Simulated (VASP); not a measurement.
# CdS in VASP: notebook

The runs below take CdS through single point, with r2SCAN.

Program: VASP 6.6.1. These are calculated values, not measurements. Logs are shortened: lines on timing, memory, paths and dates and some standing lists are left out, and cuts for length are marked.

**1. The cell of the first run**

The structure is tetragonal, space group I4mm (No. 107). The conventional cell has a = 3.953 Å, b = 3.953 Å, c = 5.590 Å, α = 90.00°, β = 90.00°, γ = 90.00°. Within 3.5 Å of Cd (site symmetry 4mm) lie 6 S at 2.69 to 2.90 Å. Within 3.5 Å of S (site symmetry 4mm) lie 6 Cd at 2.69 to 2.90 Å.

**2. Single point, r2SCAN**

POSCAR

```
CdS
1.0
    0.0000000000      2.7950788809      2.7950788809
    2.7950788809      0.0000000000      2.7950788809
    2.7950788809      2.7950788809      0.0000000000
Cd S
1 1
Direct
   -0.0042461853      0.0042461853      0.0042461853
    0.5148886675      0.4851113325      0.4851113325
```

INCAR.step1

```
SYSTEM = CdS
PREC = Accurate
ENCUT = 520
ISMEAR = 0
SIGMA = 0.05
LREAL = .False.
LASPH = .True.
NELM = 100
NBANDS = 16
GGA = PE
ALGO = Normal
EDIFF = 1E-4
LWAVE = .True.
LCHARG = .False.
```

INCAR.step2

```
SYSTEM = CdS
PREC = Accurate
ENCUT = 520
EDIFF = 1E-6
ISMEAR = 0
SIGMA = 0.05
LREAL = .False.
LASPH = .True.
NELM = 100
ALGO = Normal
ISIF = 2
LWAVE = .False.
LCHARG = .False.
METAGGA = R2SCAN
LMIXTAU = .True.
NBANDS = 16
ISTART = 1
```

KPOINTS

```
regular mesh
0
Gamma
  8 8 8
  0 0 0
```

Potentials or basis: VASP PAW PBE potentials, release 64 (Cd, S).

Launch:

```bash
cat potpaw_PBE.64/Cd/POTCAR potpaw_PBE.64/S/POTCAR > POTCAR
cp INCAR.step1 INCAR
mpirun -np 1 vasp_std > vasp.out
cp INCAR.step2 INCAR
mpirun -np 1 vasp_std > vasp.out
```

OUTCAR:

```text
SYSTEM = CdS
   PREC = Accurate
   ENCUT = 520
   EDIFF = 1E-6
   ISMEAR = 0
   LREAL = .False.
   LASPH = .True.
   NELM = 100
   ISIF = 2
   METAGGA = R2SCAN
   ISTART = 1

 ion  position               nearest neighbor table
   1  0.996  0.004  0.004-   2 2.69   2 2.80   2 2.80   2 2.80   2 2.80   2 2.90
   2  0.515  0.485  0.485-   1 2.69   1 2.80   1 2.80   1 2.80   1 2.80   1 2.90

  LATTYP: Found a face centered cubic cell.
 ALAT       =     5.5901577618

  Lattice vectors:

 A1 = (   0.0000000000,   2.7950788809,   2.7950788809)
 A2 = (   2.7950788809,   0.0000000000,   2.7950788809)
 A3 = (   2.7950788809,   2.7950788809,   0.0000000000)

Analysis of symmetry for initial positions (statically):
=====================================================================
 Subroutine PRICEL returns:
 Original cell was already a primitive cell.

 Routine SETGRP: Setting up the symmetry group for a
 face centered cubic supercell.

 Subroutine GETGRP returns: Found  8 space group operations
 (whereof  8 operations were pure point group operations)
 out of a pool of 48 trial point group operations.

The static configuration has the point symmetry C_4v.

Analysis of symmetry for dynamics (positions and initial velocities):
=====================================================================
 Subroutine PRICEL returns:
 Original cell was already a primitive cell.

 Routine SETGRP: Setting up the symmetry group for a
 face centered cubic supercell.

 Subroutine GETGRP returns: Found  8 space group operations
 (whereof  8 operations were pure point group operations)
 out of a pool of 48 trial point group operations.

The dynamic configuration has the point symmetry C_4v.

 Subroutine INISYM returns: Found  8 space group operations
 (whereof  8 operations are pure point group operations),
 and found     1 'primitive' translations

----------------------------------------------------------------------------------------

                                     Primitive cell

  volume of cell :      43.6729

  direct lattice vectors                    reciprocal lattice vectors
     0.000000000  2.795078881  2.795078881    -0.178885828  0.178885828  0.178885828
     2.795078881  0.000000000  2.795078881     0.178885828 -0.178885828  0.178885828
     2.795078881  2.795078881  0.000000000     0.178885828  0.178885828 -0.178885828

  length of vectors
     3.952838461  3.952838461  3.952838461     0.309839343  0.309839343  0.309839343

  position of ions in fractional coordinates (direct lattice)
     0.995753815  0.004246185  0.004246185
     0.514888668  0.485111332  0.485111332

  ion indices of the primitive-cell ions
   primitive index   ion index
                 1           1
                 2           2

----------------------------------------------------------------------------------------

 KPOINTS: regular mesh

Automatic generation of k-mesh.
 Grid dimensions read from file:
 generate k-points for:    8    8    8

 Generating k-lattice:

  Cartesian coordinates                     Fractional coordinates (reciprocal lattice)
    -0.022360729  0.022360729  0.022360729     0.125000000  0.000000000  0.000000000
     0.022360729 -0.022360729  0.022360729     0.000000000  0.125000000  0.000000000
     0.022360729  0.022360729 -0.022360729     0.000000000  0.000000000  0.125000000

  Length of vectors
     0.038729918  0.038729918  0.038729918

  Shift w.r.t. Gamma in fractional coordinates (k-lattice)
     0.000000000  0.000000000  0.000000000

 Subroutine IBZKPT returns following result:
 ===========================================

 Found     59 irreducible k-points:

 Following reciprocal coordinates:
            Coordinates               Weight
  0.000000  0.000000  0.000000      1.000000
  0.125000  0.000000  0.000000      8.000000
  0.250000  0.000000  0.000000      8.000000
  0.375000  0.000000  0.000000      8.000000
  0.500000  0.000000  0.000000      4.000000
  0.125000  0.125000  0.000000      4.000000
[... 16 lines left out ...]
  0.000000  0.375000  0.250000      8.000000
  0.500000  0.250000  0.000000     16.000000
 [... further k-points ...]
   k-points           NKPTS =     59   k-points in BZ     NKDIM =     59   number of bands    NBANDS=     16
   number of dos      NEDOS =    301   number of ions     NIONS =      2
   total plane-waves  NPLWV =  27000
   dimension x,y,z NGX =    30 NGY =   30 NGZ =   30
   dimension x,y,z NGXF=    60 NGYF=   60 NGZF=   60
   ions per type =               1   1
   NGX,Y,Z   is equivalent  to a cutoff of  12.62, 12.62, 12.62 a.u.
   NGXF,Y,Z  is equivalent  to a cutoff of  25.23, 25.23, 25.23 a.u.
 SYSTEM =  CdS
   PREC   = accura    normal or accurate (medium, high low for compatibility)
   ISTART =      1    job   : 0-new  1-cont  2-samecut
   ICHARG =      0    charge: 1-file 2-atom 10-const
   ISPIN  =      1    spin polarized calculation?
   LNONCOLLINEAR =      F non collinear calculations
   LSORBIT =      F    spin-orbit coupling
   LASPH  =      T    aspherical Exc in radial PAW
   ENCUT  =  520.0 eV  38.22 Ry    6.18 a.u.   7.35  7.35  7.35*2*pi/ulx,y,z
   NELM   =    100;   NELMIN=  2; NELMDL=  0     # of ELM steps
   EDIFF  = 0.1E-05   stopping-criterion for ELM
   LREAL  =      F    real-space projection
   EDIFFG = 0.1E-04   stopping-criterion for IOM
   NSW    =      0    number of steps for IOM
   IBRION =     -1    ionic relax: 0-MD 1-quasi-New 2-CG
   NFREE  =      0    steps in history (QN), initial steepest desc. (CG)
   ISIF   =      2    stress and relaxation
   ISYM   =      2    0-nonsym 1-usesym 2-fastsym
   POTIM  = 0.5000    time-step for ionic-motion
   TEBEG  =    0.0;   TEEND  =   0.0 temperature during run
   PSTRESS=    0.0 pullay stress
   NELECT =      18.0000    total number of electrons
   NUPDOWN=      -1.0000    fix difference up-down
   EMIN   =  10.00;   EMAX   =-10.00  energy-range for DOS
   EFERMI =   0.00;   METHOD = LEGACY
   ISMEAR =     0;   SIGMA  =   0.05  broadening in eV -4-tet -1-fermi 0-gaus
   EFERMI_NEDOS =   21; number of points for ismear=-14 and -15
   IALGO  =     38    algorithm
   IMIX   =      4    mixing-type and parameters
     AMIX     =   0.40;   BMIX     =  1.00
     AMIX_MAG =   1.60;   BMIX_MAG =  1.00
  volume/ion in A,a.u.               =      21.84       147.36
  Fermi-wavevector in a.u.,A,eV,Ry     =   1.218321  2.302292 20.195198  1.484305
  Thomas-Fermi vector in A             =   2.353611
   LORBIT       =      0    0 simple, 1 ext, 2 COOP (PROOUT), +10 PAW based schemes
   METAGGA = R2SCAN    functional components
   LHFCALC =     F    Hartree Fock is set to
   AEXX    =    0.0000 exact exchange contribution
   IVDW    =     0    specifies the selected vdW correction
   LEPSILON=     F    determine dielectric tensor
   LRPA    =     F    only Hartree local field effects (RPA)
 non-spin polarized calculation
 Gauss-broadening in eV      SIGMA  =   0.05
  energy-cutoff  :      520.00
  volume of cell :       43.67
 maximum number of plane-waves:      1243
 NGX is ok and might be reduce to    30
   NGX = 15   NGY = 15   NGZ = 15

 number of electron      18.0000000 magnetization

 Free energy of the ion-electron system (eV)
  ---------------------------------------------------
  ext. energy  EPLUGINS =         0.00000000
  ---------------------------------------------------
  free energy    TOTEN  =       -29.47416249 eV

  energy without entropy =      -29.47416249  energy(sigma->0) =      -29.47416249

 E-fermi :   2.2993     XC(G=0): -10.6113

 val. band max:        2.0391464874   @ k =   0.0000  -0.2500   0.1250
 cond. band min:       2.7820498342   @ k =   0.5000   0.5000   0.0000
 fundamental gap:      0.7429033468
 Fermi energy:         2.2993364850

 k-point     1 :       0.0000    0.0000    0.0000
  band No.  band energies     occupation
      1     -10.7986      2.00000
      2      -5.7094      2.00000
      3      -5.6994      2.00000
      4      -5.6994      2.00000
      5      -5.6925      2.00000
      6      -5.6887      2.00000
[... 8 lines left out ...]
     15      13.9682      0.00000
     16      13.9682      0.00000

 k-point     2 :       0.1250    0.0000    0.0000
  band No.  band energies     occupation
      1     -10.6794      2.00000
      2      -5.7498      2.00000
      3      -5.7311      2.00000
      4      -5.7042      2.00000
      5      -5.6722      2.00000
      6      -5.6718      2.00000
[... 8 lines left out ...]
     15      12.8112      0.00000
     16      13.6178      0.00000

 k-point     3 :       0.2500    0.0000    0.0000
  band No.  band energies     occupation
      1     -10.3640      2.00000
      2      -5.8395      2.00000
      3      -5.8231      2.00000
      4      -5.7403      2.00000
      5      -5.6140      2.00000
      6      -5.6139      2.00000
[... 8 lines left out ...]
     15      13.3802      0.00000
     16      13.4649      0.00000

 k-point     4 :       0.3750    0.0000    0.0000
  band No.  band energies     occupation
      1      -9.9958      2.00000
      2      -5.9211      2.00000
      3      -5.9121      2.00000
      4      -5.8111      2.00000
      5      -5.5549      2.00000
      6      -5.5546      2.00000
[... 8 lines left out ...]
     15      14.6701      0.00000
     16      14.6755      0.00000
[... 324 lines left out ...]
 k-point    22 :       0.3750    0.2500    0.0000
  band No.  band energies     occupation
      1     -10.1137      2.00000
      2      -5.7789      2.00000
      3      -5.7049      2.00000
      4      -5.6796      2.00000
      5      -5.5405      2.00000
      6      -5.5311      2.00000
[... 8 lines left out ...]
     15      16.0174      0.00000
     16      17.1304      0.00000

 k-point    23 :       0.0000    0.3750    0.2500
  band No.  band energies     occupation
      1     -10.1133      2.00000
      2      -5.7684      2.00000
      3      -5.6928      2.00000
      4      -5.6921      2.00000
      5      -5.5404      2.00000
      6      -5.5382      2.00000
[... 8 lines left out ...]
     15      16.0297      0.00000
     16      17.1556      0.00000

 k-point    24 :       0.5000    0.2500    0.0000
  band No.  band energies     occupation
      1      -9.9246      2.00000
      2      -5.8116      2.00000
      3      -5.7586      2.00000
      4      -5.6473      2.00000
      5      -5.5107      2.00000
      6      -5.3997      2.00000
[... 8 lines left out ...]
     15      16.1823      0.00000
     16      17.4238      0.00000

 [... further k-points ...]
[... 5 lines left out ...]
  --------------------------------------------------------------------------------------
  -------------------------------------------------------------------------------------
  Total       -1.0794787     -1.3191345     -1.3191345      0.0000000     -0.0000000      0.0000000
  in kB      -39.6015742    -48.3935457    -48.3935457      0.0000000     -0.0000000      0.0000000
  external PRESSURE =     -45.4628885 kB  Pullay stress =       0.0000000 kB

 VOLUME and BASIS-vectors are now :
 -----------------------------------------------------------------------------
  energy-cutoff  :      520.00
  volume of cell :       43.67
      direct lattice vectors                 reciprocal lattice vectors
     0.000000000  2.795078881  2.795078881    -0.178885828  0.178885828  0.178885828
     2.795078881  0.000000000  2.795078881     0.178885828 -0.178885828  0.178885828
     2.795078881  2.795078881  0.000000000     0.178885828  0.178885828 -0.178885828

 POSITION                                       TOTAL-FORCE (eV/Angst)
 -----------------------------------------------------------------------------------
      0.02374      2.79508      2.79508        -0.097031      0.000000      0.000000
      2.71185      2.79508      2.79508         0.097031      0.000000      0.000000
 -----------------------------------------------------------------------------------
    total drift:                                0.000645      0.000000      0.000000

  FREE ENERGIE OF THE ION-ELECTRON SYSTEM (eV)
  ---------------------------------------------------
  free  energy   TOTEN  =       -29.4741624910 eV

  energy  without entropy=      -29.4741624910  energy(sigma->0) =      -29.47416249
```

Run time: 1.9 min. Hardware: 1 thread of AMD EPYC 9R45 (Zen 5), shared host; peak memory 0.16 GiB.

What came out:

| Property | Result |
| --- | --- |
| Free energy | -29.4742 eV |
| Pressure | -4.5 GPa |
| Largest force | 0.097 eV/Å |
| Band gap on the k mesh | 0.74 eV, indirect (least direct gap 1.84 eV) |

Forces in eV/Å, atoms in the order of the input:
```
Cd  -0.097  0.000  0.000
S    0.097  0.000  0.000
```

Levels at points of the mesh, in eV from the valence-band top:
```tsv
k point	band 5	band 6	band 7	band 8	band 9	band 10	band 11	band 12	band 13	band 14
(0.00, 0.00, 0.00)	-7.73	-7.73	-0.60	-0.60	-0.60	1.24	9.64	9.64	9.69	11.76
(0.50, 0.00, 0.00)	-7.57	-7.57	-4.55	-0.02	-0.01	4.11	6.50	6.52	6.96	12.68
(0.50, 0.50, 0.00)	-7.51	-6.92	-3.86	-1.91	-1.88	0.74	6.47	10.26	11.72	11.73
(0.00, 0.50, 0.50)	-7.52	-6.92	-3.88	-1.90	-1.90	0.75	6.51	10.28	11.69	11.69
```

Caveat: the PAW data sets were made with another functional, which shifts forces and pressure a little. r2SCAN opens gaps a little over a GGA but as a rule still falls short of measured ones.

**3. Single point, r2SCAN**

This run uses another cell than the first one, of 18.79 Å³/atom, 0.861 times its volume.

POSCAR

```
CdS
1.0
    0.0000000000      2.6587335697      2.6587335697
    2.6587335697      0.0000000000      2.6587335697
    2.6587335697      2.6587335697      0.0000000000
Cd S
1 1
Direct
    0.0000000000      0.0000000000      0.0000000000
    0.5000000000      0.5000000000      0.5000000000
```

INCAR.step1

```
SYSTEM = CdS
PREC = Accurate
ENCUT = 520
ISMEAR = 0
SIGMA = 0.05
LREAL = .FALSE.
LASPH = .TRUE.
NELM = 80
NBANDS = 16
GGA = PE
ALGO = Normal
EDIFF = 1E-4
LWAVE = .TRUE.
LCHARG = .FALSE.
```

INCAR.step2

```
SYSTEM = CdS
PREC = Accurate
ENCUT = 520
EDIFF = 1E-7
ISMEAR = 0
SIGMA = 0.05
LREAL = .FALSE.
LASPH = .TRUE.
NELM = 80
ALGO = Normal
ISIF = 2
LWAVE = .FALSE.
LCHARG = .FALSE.
METAGGA = R2SCAN
LMIXTAU = .TRUE.
NBANDS = 16
ISTART = 1
```

KPOINTS

```
regular mesh
0
G
  8 8 8
  0 0 0
```

Potentials or basis: VASP PAW PBE potentials, release 64 (Cd, S).

Launch:

```bash
cat potpaw_PBE.64/Cd/POTCAR potpaw_PBE.64/S/POTCAR > POTCAR
cp INCAR.step1 INCAR
mpirun -np 1 vasp_std > vasp.out
cp INCAR.step2 INCAR
mpirun -np 1 vasp_std > vasp.out
```

Run time: 58 s. Hardware: 1 thread of Intel Xeon Platinum 8375C at 2.90GHz (Ice Lake), shared host; peak memory 0.17 GiB.

Results (log left out):

```
Free energy            : -29.4493 eV
Pressure               : 8.1 GPa
Band gap on the k mesh : 0.72 eV, indirect (least direct gap 2.93 eV)
```

Levels at points of the mesh, in eV from the valence-band top:
| k point | band 6 | band 7 | band 8 | band 9 | band 10 | band 11 | band 12 | band 13 |
| --- | --- | --- | --- | --- | --- | --- | --- | --- |
| (0.00, 0.00, 0.00) | -8.05 | -0.96 | -0.96 | -0.96 | 1.98 | 9.73 | 9.73 | 9.73 |
| (0.50, 0.00, 0.00) | -7.79 | -5.30 | 0.00 | 0.00 | 3.98 | 6.38 | 6.38 | 8.30 |
| (0.50, 0.50, 0.00) | -6.81 | -4.92 | -2.55 | -2.55 | 0.72 | 6.30 | 11.33 | 12.90 |

Caveat: the PAW data sets were made with another functional, which shifts forces and pressure a little.

(Continued in part 2 of 2.)
